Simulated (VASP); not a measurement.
# BaS in VASP: further runs

The runs below take BaS through single point, with PBEsol.

Everything below comes from runs of VASP 6.6.1. Logs are shortened: lines on timing, memory, paths and dates and some standing lists are left out, and cuts for length are marked.

## (1) The cell of the first run

It takes space group Fm-3m (No. 225, cubic). The conventional cell has a = 6.364 Å, b = 6.364 Å, c = 6.364 Å, α = 90.00°, β = 90.00°, γ = 90.00°. Within 4.2 Å of Ba (site symmetry m-3m) lie 6 S at 3.18 Å. Within 4.2 Å of S (site symmetry m-3m) lie 6 Ba at 3.18 Å.

## (2) Single point, PBEsol, non-collinear spin, zero start, spin-orbit coupling

File INCAR:

```
SYSTEM = BaS
PREC = Accurate
ENCUT = 520
EDIFF = 1E-6
ISMEAR = 0
SIGMA = 0.01
LREAL = .False.
LASPH = .True.
NELM = 150
ALGO = Normal
ISIF = 2
LWAVE = .False.
LCHARG = .False.
MAGMOM = 0 0 0 0 0 0
LORBIT = 11
LSORBIT = .True.
GGA_COMPAT = .False.
LORBMOM = .True.
GGA = PS
NBANDS = 28
```

File KPOINTS:

```
regular mesh
0
Gamma
  8 8 8
  0 0 0
```

File POSCAR:

```
BaS
1.0
    0.0000000000      3.1821280833      3.1821280833
    3.1821280833      0.0000000000      3.1821280833
    3.1821280833      3.1821280833      0.0000000000
Ba S
1 1
Direct
    0.0000000000      0.0000000000      0.0000000000
    0.5000000000      0.5000000000      0.5000000000
```

Potentials or basis: VASP PAW PBE potentials, release 64 (Ba_sv, S).

Started as:

```
> cat potpaw_PBE.64/Ba_sv/POTCAR potpaw_PBE.64/S/POTCAR > POTCAR
> mpirun -np 1 vasp_ncl > vasp.out
```

OUTCAR:

```text
SYSTEM = BaS
   PREC = Accurate
   ENCUT = 520
   EDIFF = 1E-6
   ISMEAR = 0
   LREAL = .False.
   LASPH = .True.
   NELM = 150
   ISIF = 2
   LORBIT = 11
   LSORBIT = .True.
   GGA = PS

 ion  position               nearest neighbor table
   1  0.000  0.000  0.000-   2 3.18   2 3.18   2 3.18   2 3.18   2 3.18   2 3.18
   2  0.500  0.500  0.500-   1 3.18   1 3.18   1 3.18   1 3.18   1 3.18   1 3.18

  LATTYP: Found a face centered cubic cell.
 ALAT       =     6.3642561666

  Lattice vectors:

 A1 = (   0.0000000000,   3.1821280833,   3.1821280833)
 A2 = (   3.1821280833,   0.0000000000,   3.1821280833)
 A3 = (   3.1821280833,   3.1821280833,   0.0000000000)

Analysis of symmetry for initial positions (statically):
=====================================================================
 Subroutine PRICEL returns:
 Original cell was already a primitive cell.

 Routine SETGRP: Setting up the symmetry group for a
 face centered cubic supercell.

 Subroutine GETGRP returns: Found 48 space group operations
 (whereof 48 operations were pure point group operations)
 out of a pool of 48 trial point group operations.

The static configuration has the point symmetry O_h .

Analysis of symmetry for dynamics (positions and initial velocities):
=====================================================================
 Subroutine PRICEL returns:
 Original cell was already a primitive cell.

 Routine SETGRP: Setting up the symmetry group for a
 face centered cubic supercell.

 Subroutine GETGRP returns: Found 48 space group operations
 (whereof 48 operations were pure point group operations)
 out of a pool of 48 trial point group operations.

The dynamic configuration has the point symmetry O_h .

Analysis of structural, dynamic, and magnetic symmetry:
=====================================================================
 Subroutine PRICEL returns:
 Original cell was already a primitive cell.

 Routine SETGRP: Setting up the symmetry group for a
 face centered cubic supercell.

 Subroutine GETGRP returns: Found 48 space group operations
 (whereof 48 operations were pure point group operations)
 out of a pool of 48 trial point group operations.

The overall configuration has the point symmetry O_h .

 Subroutine INISYM returns: Found 48 space group operations
 (whereof 48 operations are pure point group operations),
 and found     1 'primitive' translations

[... 922 lines left out ...]
 -----------------------------------------------------------------------------------
    total drift:                                0.000000      0.000000      0.000000

  FREE ENERGIE OF THE ION-ELECTRON SYSTEM (eV)
  ---------------------------------------------------
  free  energy   TOTEN  =       -10.9159099732 eV

  energy  without entropy=      -10.9159099732  energy(sigma->0) =      -10.91590997

 orbital moment (x)

 # of ion     p       d       tot
 ----------------------------------------
  1        -0.000  -0.000  -0.000
  2        -0.000   0.000  -0.000
 ----------------------------------------
           -0.000  -0.000  -0.000

 orbital moment (y)

 # of ion     p       d       tot
 ----------------------------------------
  1         0.000  -0.000  -0.000
  2         0.000   0.000   0.000
 ----------------------------------------
            0.000  -0.000  -0.000

 orbital moment (z)

 # of ion     p       d       tot
 ----------------------------------------
  1         0.000   0.000   0.000
  2         0.000   0.000   0.000
 ----------------------------------------
            0.000   0.000   0.000

 Spin-Orbit-Coupling matrix elements

 Ion:    1  E_soc:     -0.3915148
 l=   1
     0.0000000    -0.0650465    -0.0650465
    -0.0650465     0.0000000    -0.0650465
    -0.0650465    -0.0650465     0.0000000
 l=   2
     0.0000000    -0.0000143     0.0000000    -0.0000143    -0.0001916
    -0.0000143     0.0000000    -0.0001437    -0.0000143    -0.0000479
     0.0000000    -0.0001437     0.0000000    -0.0001437     0.0000000
    -0.0000143    -0.0000143    -0.0001437     0.0000000    -0.0000479
    -0.0001916    -0.0000479     0.0000000    -0.0000479     0.0000000
 l=   3
     0.0000000     0.0000000     0.0000000     0.0000000     0.0000000     0.0000000     0.0000000
     0.0000000     0.0000000     0.0000000     0.0000000     0.0000000     0.0000000     0.0000000
     0.0000000     0.0000000     0.0000000     0.0000000     0.0000000     0.0000000     0.0000000
     0.0000000     0.0000000     0.0000000     0.0000000     0.0000000     0.0000000     0.0000000
     0.0000000     0.0000000     0.0000000     0.0000000     0.0000000     0.0000000     0.0000000
     0.0000000     0.0000000     0.0000000     0.0000000     0.0000000     0.0000000     0.0000000
     0.0000000     0.0000000     0.0000000     0.0000000     0.0000000     0.0000000     0.0000000

 Ion:    2  E_soc:     -0.0024314
 l=   1
     0.0000000    -0.0004052    -0.0004052
    -0.0004052     0.0000000    -0.0004052
    -0.0004052    -0.0004052     0.0000000
 l=   2
     0.0000000     0.0000000     0.0000000     0.0000000     0.0000000
     0.0000000     0.0000000     0.0000000     0.0000000     0.0000000
     0.0000000     0.0000000     0.0000000     0.0000000     0.0000000
     0.0000000     0.0000000     0.0000000     0.0000000     0.0000000
     0.0000000     0.0000000     0.0000000     0.0000000     0.0000000
 l=   3
     0.0000000     0.0000000     0.0000000     0.0000000     0.0000000     0.0000000     0.0000000
     0.0000000     0.0000000     0.0000000     0.0000000     0.0000000     0.0000000     0.0000000
     0.0000000     0.0000000     0.0000000     0.0000000     0.0000000     0.0000000     0.0000000
     0.0000000     0.0000000     0.0000000     0.0000000     0.0000000     0.0000000     0.0000000
     0.0000000     0.0000000     0.0000000     0.0000000     0.0000000     0.0000000     0.0000000
     0.0000000     0.0000000     0.0000000     0.0000000     0.0000000     0.0000000     0.0000000
     0.0000000     0.0000000     0.0000000     0.0000000     0.0000000     0.0000000     0.0000000

 total charge

# of ion       s       p       d       tot
------------------------------------------
    1        2.008   5.604   0.288   7.899
    2        1.317   2.404   0.000   3.721
--------------------------------------------------
tot          3.325   8.009   0.288  11.621

 magnetization (x)

# of ion       s       p       d       tot
------------------------------------------
    1       -0.000   0.000   0.000  -0.000
    2        0.000   0.000   0.000   0.000
--------------------------------------------------
tot         -0.000   0.000   0.000  -0.000

 magnetization (y)

# of ion       s       p       d       tot
------------------------------------------
    1        0.000   0.000   0.000   0.000
    2        0.000   0.000   0.000   0.000
--------------------------------------------------
tot          0.000   0.000   0.000   0.000

 magnetization (z)

# of ion       s       p       d       tot
------------------------------------------
    1        0.000  -0.000   0.000   0.000
    2       -0.000   0.000   0.000  -0.000
--------------------------------------------------
tot          0.000  -0.000   0.000   0.000
```

stdout:

```text
POSCAR found type information on POSCAR BaS
 POSCAR found :  2 types and       2 ions
 scaLAPACK will be used
 -----------------------------------------------------------------------------
|                                                                             |
|                                                                             |
|     You enforced a specific xc type in the INCAR file but a different       |
|     I HOPE YOU KNOW WHAT YOU ARE DOING!                                     |
|                                                                             |
 -----------------------------------------------------------------------------

 LDA part: xc-table for (Slater+PW92), standard interpolation
 POSCAR, INCAR and KPOINTS ok, starting setup
 FFT: planning ... GRIDC
 FFT: planning ... GRID_SOFT
 FFT: planning ... GRID
 WAVECAR not read
 entering main loop
```

Wall time 78 s (1 thread of AMD EPYC 9R45 (Zen 5), shared host); peak memory 0.38 GiB.

What came out:

```
Free energy                                           : -10.9159 eV
Pressure                                              : -0.1 GPa
Net moment                                            : 0.00 μB per cell
Valence electrons inside the program's atomic spheres : Ba 7.90; S 3.72
```

Moments on the atoms (μB; x, y, z):
```
Ba  0.00 0.00 0.00
S   0.00 0.00 0.00
```

Caveat: the PAW data sets were made with another functional, which shifts forces and pressure a little.

## (3) Single point, PBEsol, non-collinear spin, zero start, spin-orbit coupling (z stretched by -0.5 %, x and y held)

File INCAR:

```
PREC = Accurate
ENCUT = 520
EDIFF = 1E-7
ISMEAR = 0
SIGMA = 0.01
LREAL = F
LASPH = T
NELM = 150
ALGO = Normal
ISIF = 2
LWAVE = F
LCHARG = F
LNONCOLLINEAR = T
MAGMOM = 0 0 0 0 0 0
LORBIT = 11
LSORBIT = T
GGA_COMPAT = F
LORBMOM = T
GGA = PS
NBANDS = 28
```

File KPOINTS:

```
Automatic mesh
0
Gamma
  8 8 8
```

File POSCAR:

```
BaS
1.0
    0.0000000000      3.1662966003      3.1504651173
    3.1662966003      0.0000000000      3.1504651173
    3.1662966003      3.1662966003      0.0000000000
Ba S
1 1
Direct
    0.0000000000      0.0000000000      0.0000000000
    0.5000000000      0.5000000000      0.5000000000
```

Potentials or basis: VASP PAW PBE potentials, release 64 (Ba_sv, S).

Started as:

```
> cat potpaw_PBE.64/Ba_sv/POTCAR potpaw_PBE.64/S/POTCAR > POTCAR
> mpirun -np 1 vasp_ncl > vasp.out
```

It took 2.7 min on 1 thread of AMD EPYC 9R45 (Zen 5), shared host; peak memory 0.43 GiB.

It converged, with:

| Property | Result |
| --- | --- |
| Free energy | -10.9122 eV |
| Pressure | 0.9 GPa |
| Net moment | 0.00 μB per cell |
| Valence electrons inside the program's atomic spheres | Ba 7.91; S 3.73 |

Stress tensor (GPa, compression positive):
```
0.73 0.00 0.00
0.00 0.73 0.00
0.00 0.00 1.23
```

Moments on the atoms (μB; x, y, z):
```
Ba  0.00 0.00 0.00
S   0.00 0.00 0.00
```

Caveat: the cell differs from its parent crystal (z stretched by -0.5 %, x and y held); the PAW data sets were made with another functional, which shifts forces and pressure a little.

## (4) Single point, PBEsol, non-collinear spin, zero start, spin-orbit coupling (atom 1 moved by [-0.01, -0.01, -0.01] A)

Changes to INCAR since step 3:

```diff
@@ -2,3 +2,3 @@
 ENCUT = 520
-EDIFF = 1E-7
+EDIFF = 1E-6
 ISMEAR = 0
```

File KPOINTS:

```
regular mesh
0
Gamma
  8 8 8
```

File POSCAR:

```
BaS
1.0
    0.0000000000      3.1662966003      3.1662966003
    3.1662966003      0.0000000000      3.1662966003
    3.1662966003      3.1662966003      0.0000000000
Ba S
1 1
Direct
   -0.0015791319     -0.0015791319     -0.0015791319
    0.5000000000      0.5000000000      0.5000000000
```

Potentials or basis: VASP PAW PBE potentials, release 64 (Ba_sv, S).

Started as:

```
> cat potpaw_PBE.64/Ba_sv/POTCAR potpaw_PBE.64/S/POTCAR > POTCAR
> mpirun -np 1 vasp_ncl > vasp.out
```

OUTCAR:

```text
PREC = Accurate
   ENCUT = 520
   EDIFF = 1E-6
   ISMEAR = 0
   LREAL = F
   LASPH = T
   NELM = 150
   ISIF = 2
   LNONCOLLINEAR = T
   LORBIT = 11
   LSORBIT = T
   GGA = PS

 ion  position               nearest neighbor table
   1  0.998  0.998  0.998-   2 3.16   2 3.16   2 3.16   2 3.18   2 3.18   2 3.18
   2  0.500  0.500  0.500-   1 3.16   1 3.16   1 3.16   1 3.18   1 3.18   1 3.18

  LATTYP: Found a face centered cubic cell.
 ALAT       =     6.3325932006

  Lattice vectors:

 A1 = (   0.0000000000,   3.1662966003,   3.1662966003)
 A2 = (   3.1662966003,   0.0000000000,   3.1662966003)
 A3 = (   3.1662966003,   3.1662966003,   0.0000000000)

Analysis of symmetry for initial positions (statically):
=====================================================================
 Subroutine PRICEL returns:
 Original cell was already a primitive cell.

 Routine SETGRP: Setting up the symmetry group for a
 face centered cubic supercell.

 Subroutine GETGRP returns: Found  6 space group operations
 (whereof  6 operations were pure point group operations)
[... 1009 lines left out ...]
     0.0000000     0.0000000     0.0000000     0.0000000     0.0000000     0.0000000     0.0000000
     0.0000000     0.0000000     0.0000000     0.0000000     0.0000000     0.0000000     0.0000000
     0.0000000     0.0000000     0.0000000     0.0000000     0.0000000     0.0000000     0.0000000
     0.0000000     0.0000000     0.0000000     0.0000000     0.0000000     0.0000000     0.0000000
     0.0000000     0.0000000     0.0000000     0.0000000     0.0000000     0.0000000     0.0000000
     0.0000000     0.0000000     0.0000000     0.0000000     0.0000000     0.0000000     0.0000000

 Ion:    2  E_soc:     -0.0024381
 l=   1
     0.0000000    -0.0004063    -0.0004063
    -0.0004063     0.0000000    -0.0004063
    -0.0004063    -0.0004063     0.0000000
 l=   2
     0.0000000     0.0000000     0.0000000     0.0000000     0.0000000
     0.0000000     0.0000000     0.0000000     0.0000000     0.0000000
     0.0000000     0.0000000     0.0000000     0.0000000     0.0000000
     0.0000000     0.0000000     0.0000000     0.0000000     0.0000000
     0.0000000     0.0000000     0.0000000     0.0000000     0.0000000
 l=   3
     0.0000000     0.0000000     0.0000000     0.0000000     0.0000000     0.0000000     0.0000000
     0.0000000     0.0000000     0.0000000     0.0000000     0.0000000     0.0000000     0.0000000
     0.0000000     0.0000000     0.0000000     0.0000000     0.0000000     0.0000000     0.0000000
     0.0000000     0.0000000     0.0000000     0.0000000     0.0000000     0.0000000     0.0000000
     0.0000000     0.0000000     0.0000000     0.0000000     0.0000000     0.0000000     0.0000000
     0.0000000     0.0000000     0.0000000     0.0000000     0.0000000     0.0000000     0.0000000
     0.0000000     0.0000000     0.0000000     0.0000000     0.0000000     0.0000000     0.0000000

 total charge

# of ion       s       p       d       tot
------------------------------------------
    1        2.009   5.605   0.296   7.909
    2        1.317   2.409   0.000   3.727
--------------------------------------------------
tot          3.326   8.014   0.296  11.636

 magnetization (x)

# of ion       s       p       d       tot
------------------------------------------
    1        0.000   0.000   0.000   0.000
    2        0.000  -0.000   0.000  -0.000
--------------------------------------------------
tot          0.000  -0.000   0.000  -0.000

 magnetization (y)

# of ion       s       p       d       tot
------------------------------------------
    1        0.000   0.000   0.000   0.000
    2       -0.000   0.000   0.000  -0.000
--------------------------------------------------
tot         -0.000   0.000   0.000   0.000

 magnetization (z)

# of ion       s       p       d       tot
------------------------------------------
    1        0.000   0.000   0.000   0.000
    2        0.000   0.000   0.000   0.000
--------------------------------------------------
tot          0.000   0.000   0.000   0.000
```

Wall time 18 min (1 thread of AMD EPYC 7R43 (Zen 3), shared host); peak memory 0.53 GiB.

What came out:

| Quantity | Value |
| --- | --- |
| Free energy | -10.9137 eV |
| Pressure | 0.7 GPa |
| Largest force | 0.038 eV/Å |
| Net moment | 0.00 μB per cell |
| Valence electrons inside the program's atomic spheres | Ba 7.91; S 3.73 |

Forces on the atoms (eV/Å):
```
Ba   0.022  0.022  0.022
S   -0.022 -0.022 -0.022
```

Moments on the atoms (μB; x, y, z):
```
Ba  0.00 0.00 0.00
S   0.00 0.00 0.00
```

Caveat: the cell differs from its parent crystal (atom 1 moved by [-0.01, -0.01, -0.01] A); the PAW data sets were made with another functional, which shifts forces and pressure a little.

## (5) Summary

```tsv
cell	pressure (GPa)	moment (μB)
a = 4.500 Å, angles 60.0°, 2 atoms, atomic positions A	-0.1	0.00
a = 4.467, b = 4.467, c = 4.478 Å, angles 59.9, 59.9, 60.2°, 2 atoms, atomic positions A	0.9	0.00
a = 4.478 Å, angles 60.0°, 2 atoms, atomic positions B	0.7	0.00
```

Alike in all rows: task single point; level PBEsol; potentials or basis VASP PAW PBE potentials, release 64 (Ba_sv, S); spin non-collinear, zero start, SOC; k mesh 8 × 8 × 8; cutoff (eV) 520; smearing gaussian 0.01 eV.

Caveats: the PAW data sets were made with another functional, which shifts forces and pressure a little.

Total energies depend on the potentials used, so only differences within one code and one set of settings carry meaning.
